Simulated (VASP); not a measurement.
ZrB2, 3 atoms in the cell. It takes space group P6/mmm (No. 191, hexagonal). Conventional cell: a = 3.170 Å, b = 3.170 Å, c = 3.533 Å, α = 90.00°, β = 90.00°, γ = 120.00°. Zr (site symmetry 6/mmm) has 12 B at 2.54 Å and 8 Zr at 3.17 to 3.53 Å within 3.6 Å. B (site symmetry -6m2) has 3 B at 1.83 Å within 2.4 Å. 

```yaml
Program: VASP 6.6.1
Task: single point
Functional: r2SCAN
Potentials_or_basis: VASP PAW PBE potentials, release 64 (Zr_sv, B)
Cutoff: 520 eV
k_mesh: 6 × 6 × 4
Occupations: fermi-dirac, width 0.05 eV
Spin: no spin polarisation
Dipole_correction: no
Further_INCAR_settings: ALGO = Normal; EDIFF = 1e-06; NBANDS = 16
```

Potentials or basis: VASP PAW PBE potentials, release 64 (Zr_sv, B).

Run with:

```bash
$ cat potpaw_PBE.64/Zr_sv/POTCAR potpaw_PBE.64/B/POTCAR > POTCAR
$ cp INCAR.step1 INCAR
$ mpirun -np 1 vasp_std > vasp.out
$ cp INCAR.step2 INCAR
$ mpirun -np 1 vasp_std > vasp.out
```

Hardware: 1 thread of Intel(R) Xeon(R) 6975P-C (Granite Rapids) (shared host).

Task: How long does it take, and how much memory?

Result: Run time: 21 s on 1 thread of Intel(R) Xeon(R) 6975P-C (Granite Rapids), on a shared host, peak memory 0.15 GiB. Counts: k points 21.
